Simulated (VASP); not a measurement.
# Mo (P6_3/mmc) in VASP: further runs, part 2 of 3

VASP 6.6.1. The steps go on from the part before.

## (3) Single point, PBE

This run uses another cell than the first one, of 16.12 Å³/atom, 0.930 times its volume.

File INCAR:

```
SYSTEM = Mo
PREC = Accurate
ENCUT = 520
EDIFF = 1E-6
ISMEAR = 0
SIGMA = 0.1
LREAL = .False.
LASPH = .True.
NELM = 100
ALGO = Fast
ISIF = 2
LWAVE = .False.
LCHARG = .True.
GGA = PE
LELF = .True.
LVHAR = .True.
NBANDS = 21
```

File KPOINTS:

```
regular mesh
0
Gamma
  18 18 10
  0 0 0
```

File POSCAR:

```
Mo
1.0
    2.7558737342      0.0000000000      0.0000000000
   -1.3779368671      2.3866566634      0.0000000000
    0.0000000000      0.0000000000      4.9010741531
Mo
2
Direct
    0.3333333333      0.6666666667      0.2500000000
    0.6666666667      0.3333333333      0.7500000000
```

Potentials or basis: VASP PAW PBE potentials, release 64 (Mo_sv).

Run with:

```sh
$ cat potpaw_PBE.64/Mo_sv/POTCAR > POTCAR
$ mpirun -np 1 vasp_std > vasp.out
```

OUTCAR:

```text
SYSTEM = Mo
   PREC = Accurate
   ENCUT = 520
   EDIFF = 1E-6
   ISMEAR = 0
   LREAL = .False.
   LASPH = .True.
   NELM = 100
   ISIF = 2
   GGA = PE

 ion  position               nearest neighbor table
   1  0.333  0.667  0.250-   2 2.92   2 2.92   2 2.92   2 2.92   2 2.92   2 2.92
   2  0.667  0.333  0.750-   1 2.92   1 2.92   1 2.92   1 2.92   1 2.92   1 2.92

  LATTYP: Found a hexagonal cell.
 ALAT       =     2.7558737342
 C/A-ratio  =     1.7784102705

  Lattice vectors:

 A1 = (   2.7558737342,   0.0000000000,   0.0000000000)
 A2 = (  -1.3779368671,   2.3866566634,   0.0000000000)
 A3 = (   0.0000000000,   0.0000000000,   4.9010741531)

Analysis of symmetry for initial positions (statically):
=====================================================================
 Subroutine PRICEL returns:
 Original cell was already a primitive cell.

 Routine SETGRP: Setting up the symmetry group for a
 hexagonal supercell.

 Subroutine GETGRP returns: Found 24 space group operations
 (whereof 12 operations were pure point group operations)
 out of a pool of 24 trial point group operations.

The static configuration has the point symmetry D_3d.
 The point group associated with its full space group is D_6h.

Analysis of symmetry for dynamics (positions and initial velocities):
=====================================================================
 Subroutine PRICEL returns:
 Original cell was already a primitive cell.

 Routine SETGRP: Setting up the symmetry group for a
 hexagonal supercell.

 Subroutine GETGRP returns: Found 24 space group operations
 (whereof 12 operations were pure point group operations)
 out of a pool of 24 trial point group operations.

The dynamic configuration has the point symmetry D_3d.
 The point group associated with its full space group is D_6h.

 Subroutine INISYM returns: Found 24 space group operations
 (whereof 12 operations are pure point group operations),
 and found     1 'primitive' translations

----------------------------------------------------------------------------------------

                                     Primitive cell

  volume of cell :      32.2360

  direct lattice vectors                    reciprocal lattice vectors
     2.755873734  0.000000000  0.000000000     0.362861327  0.209498085  0.000000000
    -1.377936867  2.386656663  0.000000000     0.000000000  0.418996170  0.000000000
     0.000000000  0.000000000  4.901074153     0.000000000  0.000000000  0.204036905

  length of vectors
     2.755873734  2.755873734  4.901074153     0.418996170  0.418996170  0.204036905

  position of ions in fractional coordinates (direct lattice)
     0.333333333  0.666666667  0.250000000
     0.666666667  0.333333333  0.750000000

  ion indices of the primitive-cell ions
   primitive index   ion index
                 1           1
                 2           2

----------------------------------------------------------------------------------------

 KPOINTS: regular mesh

Automatic generation of k-mesh.
 Grid dimensions read from file:
 generate k-points for:   18   18   10

 Generating k-lattice:

  Cartesian coordinates                     Fractional coordinates (reciprocal lattice)
     0.020158963  0.011638782  0.000000000     0.055555556  0.000000000  0.000000000
     0.000000000  0.023277565  0.000000000     0.000000000  0.055555556  0.000000000
     0.000000000  0.000000000  0.020403690     0.000000000  0.000000000  0.100000000

  Length of vectors
     0.023277565  0.023277565  0.020403690

  Shift w.r.t. Gamma in fractional coordinates (k-lattice)
     0.000000000  0.000000000  0.000000000

 Subroutine IBZKPT returns following result:
 ===========================================

 Found    222 irreducible k-points:

 Following reciprocal coordinates:
            Coordinates               Weight
  0.000000  0.000000  0.000000      1.000000
  0.055556 -0.000000  0.000000      6.000000
  0.111111 -0.000000  0.000000      6.000000
  0.166667 -0.000000  0.000000      6.000000
  0.222222 -0.000000  0.000000      6.000000
  0.277778  0.000000  0.000000      6.000000
[... 16 lines left out ...]
  0.333333  0.111111  0.000000     12.000000
  0.388889  0.111111  0.000000     12.000000
 [... further k-points ...]
   k-points           NKPTS =    222   k-points in BZ     NKDIM =    222   number of bands    NBANDS=     21
   number of dos      NEDOS =    301   number of ions     NIONS =      2
   total plane-waves  NPLWV =  14400
   dimension x,y,z NGX =    20 NGY =   20 NGZ =   36
   dimension x,y,z NGXF=    40 NGYF=   40 NGZF=   72
   ions per type =               2
   NGX,Y,Z   is equivalent  to a cutoff of  12.06, 12.06, 12.21 a.u.
   NGXF,Y,Z  is equivalent  to a cutoff of  24.13, 24.13, 24.42 a.u.
 SYSTEM =  Mo
   PREC   = accura    normal or accurate (medium, high low for compatibility)
   ISTART =      0    job   : 0-new  1-cont  2-samecut
   ICHARG =      2    charge: 1-file 2-atom 10-const
   ISPIN  =      1    spin polarized calculation?
   LNONCOLLINEAR =      F non collinear calculations
   LSORBIT =      F    spin-orbit coupling
   LASPH  =      T    aspherical Exc in radial PAW
   ENCUT  =  520.0 eV  38.22 Ry    6.18 a.u.   5.12  5.12  9.11*2*pi/ulx,y,z
   NELM   =    100;   NELMIN=  2; NELMDL= -5     # of ELM steps
   EDIFF  = 0.1E-05   stopping-criterion for ELM
   LREAL  =      F    real-space projection
   EDIFFG = 0.1E-04   stopping-criterion for IOM
   NSW    =      0    number of steps for IOM
   IBRION =     -1    ionic relax: 0-MD 1-quasi-New 2-CG
   NFREE  =      0    steps in history (QN), initial steepest desc. (CG)
   ISIF   =      2    stress and relaxation
   ISYM   =      2    0-nonsym 1-usesym 2-fastsym
   POTIM  = 0.5000    time-step for ionic-motion
   TEBEG  =    0.0;   TEEND  =   0.0 temperature during run
   PSTRESS=    0.0 pullay stress
   NELECT =      28.0000    total number of electrons
   NUPDOWN=      -1.0000    fix difference up-down
   EMIN   =  10.00;   EMAX   =-10.00  energy-range for DOS
   EFERMI =   0.00;   METHOD = LEGACY
   ISMEAR =     0;   SIGMA  =   0.10  broadening in eV -4-tet -1-fermi 0-gaus
   EFERMI_NEDOS =   21; number of points for ismear=-14 and -15
   IALGO  =     68    algorithm
   IMIX   =      4    mixing-type and parameters
     AMIX     =   0.40;   BMIX     =  1.00
     AMIX_MAG =   1.60;   BMIX_MAG =  1.00
  volume/ion in A,a.u.               =      16.12       108.77
  Fermi-wavevector in a.u.,A,eV,Ry     =   1.561999  2.951750 33.196037  2.439840
  Thomas-Fermi vector in A             =   2.664982
   LORBIT       =      0    0 simple, 1 ext, 2 COOP (PROOUT), +10 PAW based schemes
   GGA     = PE    functional components
   LHFCALC =     F    Hartree Fock is set to
   AEXX    =    0.0000 exact exchange contribution
   IVDW    =     0    specifies the selected vdW correction
   LEPSILON=     F    determine dielectric tensor
   LRPA    =     F    only Hartree local field effects (RPA)
 non-spin polarized calculation
 RMM-DIIS sequential band-by-band and
 Gauss-broadening in eV      SIGMA  =   0.10
  energy-cutoff  :      520.00
  volume of cell :       32.24
 maximum number of plane-waves:       894
   NGX = 11   NGY = 11   NGZ = 19

 number of electron      27.9999995 magnetization

 Free energy of the ion-electron system (eV)
  ---------------------------------------------------
  ext. energy  EPLUGINS =         0.00000000
  ---------------------------------------------------
  free energy    TOTEN  =       -21.00356672 eV

  energy without entropy =      -20.98977799  energy(sigma->0) =      -20.99667235

 E-fermi :  11.8279     XC(G=0): -13.1949

 val. band max:       11.8234480319   @ k =   0.3889   0.1111   0.1000
 cond. band min:      11.8298042276   @ k =   0.3889   0.2222   0.0000
 fundamental gap:      0.0063561957
 Fermi energy:        11.8279419007

 k-point     1 :       0.0000    0.0000    0.0000
  band No.  band energies     occupation
      1     -49.0434      2.00000
      2     -48.8894      2.00000
      3     -23.6019      2.00000
      4     -22.5646      2.00000
      5     -22.3909      2.00000
      6     -22.3909      2.00000
[... 13 lines left out ...]
     20      15.1641      0.00000
     21      21.4019      0.00000

 k-point     2 :       0.0556   -0.0000    0.0000
  band No.  band energies     occupation
      1     -49.0364      2.00000
      2     -48.8845      2.00000
      3     -23.5893      2.00000
      4     -22.5660      2.00000
      5     -22.4306      2.00000
      6     -22.4018      2.00000
[... 520 lines left out ...]
 k-point    24 :       0.3889    0.1111    0.0000
  band No.  band energies     occupation
      1     -48.7899      2.00000
      2     -48.7395      2.00000
      3     -23.5809      2.00000
      4     -23.4419      2.00000
      5     -23.0626      2.00000
      6     -22.8050      2.00000
[... 13 lines left out ...]
     20      20.5679      0.00000
     21      22.9738      0.00000

 [... further k-points ...]
[... 5 lines left out ...]
  --------------------------------------------------------------------------------------
  -------------------------------------------------------------------------------------
  Total        0.1051523      0.1051523      0.0665838      0.0000000      0.0000000      0.0000000
  in kB        5.2262353      5.2262353      3.3093179      0.0000000      0.0000000      0.0000000
  external PRESSURE =       4.5872628 kB  Pullay stress =       0.0000000 kB

 VOLUME and BASIS-vectors are now :
 -----------------------------------------------------------------------------
  energy-cutoff  :      520.00
  volume of cell :       32.24
      direct lattice vectors                 reciprocal lattice vectors
     2.755873734  0.000000000  0.000000000     0.362861327  0.209498085  0.000000000
    -1.377936867  2.386656663  0.000000000     0.000000000  0.418996170  0.000000000
     0.000000000  0.000000000  4.901074153     0.000000000  0.000000000  0.204036905

 POSITION                                       TOTAL-FORCE (eV/Angst)
 -----------------------------------------------------------------------------------
     -0.00000      1.59110      1.22527         0.000000      0.000000      0.000000
      1.37794      0.79555      3.67581        -0.000000     -0.000000      0.000000
 -----------------------------------------------------------------------------------
    total drift:                               -0.000000      0.000000     -0.000000

  FREE ENERGIE OF THE ION-ELECTRON SYSTEM (eV)
  ---------------------------------------------------
  free  energy   TOTEN  =       -21.0035667182 eV

  energy  without entropy=      -20.9897779903  energy(sigma->0) =      -20.99667235
```

Run time: 91 s. Hardware: 1 thread of Intel Xeon 6975P-C, shared host; peak memory 0.23 GiB.

Results:

```yaml
Free_energy: -21.0036 eV
Pressure: 0.5 GPa
Band_gap_on_the_k_mesh: zero (band 14 reaches 13.06 eV, above the bottom of band 15 at 11.21 eV)
```

## (4) Single point, PBE

This run uses another cell than the first one: it holds 4 atoms, not 2.

File INCAR:

```
PREC = Accurate
ENCUT = 520
EDIFF = 1E-6
ISMEAR = 0
SIGMA = 0.1
LREAL = F
LASPH = T
NELM = 100
ALGO = Normal
ISIF = 2
LWAVE = F
LCHARG = F
GGA = PE
NBANDS = 36
```

File KPOINTS:

```
Automatic mesh
0
Gamma
  6 6 4
```

File POSCAR:

```
Mo
1.0
    3.5636301557      0.0000000000      0.0000000000
   -1.7818150778      3.0861942445      0.0000000000
    0.0000000000      0.0000000000      5.8799897569
Mo
4
Direct
    0.3333333333      0.6666666667      0.4375000000
    0.6666666667      0.3333333333      0.9375000000
    0.6666666667      0.3333333333      0.5625000000
    0.3333333333      0.6666666667      0.0625000000
```

Run with:

```sh
$ cat potpaw_PBE.64/Mo_sv/POTCAR > POTCAR
$ mpirun -np 1 vasp_std > vasp.out
```

Wall time 32 s (1 thread of Intel Xeon 6975P-C, shared host); peak memory 0.2 GiB.

It converged, with:

```yaml
Free_energy: -30.0191 eV
Pressure: 80.7 GPa
Largest_force: 1.670 eV/Å
Band_gap_on_the_k_mesh: zero (band 28 reaches 11.93 eV, above the bottom of band 29 at 11.27 eV)
```

Forces in eV/Å, atoms in the order of the input:
```
Mo   0.000  0.000 -1.670
Mo   0.000  0.000 -1.670
Mo   0.000  0.000  1.670
Mo   0.000  0.000  1.670
```

Stress tensor (GPa, compression positive):
```
81.59  0.00  0.00
 0.00 81.59  0.00
 0.00  0.00 79.02
```

Levels at points of the mesh, in eV from the Fermi level:
```csv
k point,band 26,band 27,band 28,band 29,band 30,band 31
"(0.00, 0.00, 0.00)",-2.43,-1.13,-1.13,0.83,1.23,1.23
"(0.50, 0.00, 0.00)",-0.53,-0.23,0.01,0.20,0.45,0.76
"(0.00, 0.00, 0.50)",-2.49,-1.89,-1.89,-0.48,-0.48,2.39
"(0.50, 0.00, 0.50)",-2.26,-0.81,-0.81,1.01,1.01,1.96
```

Caveat: forces of over 1 eV/Å act on the atoms, so gaps and moduli don't describe the material at rest.

(Continued in part 3 of 3.)
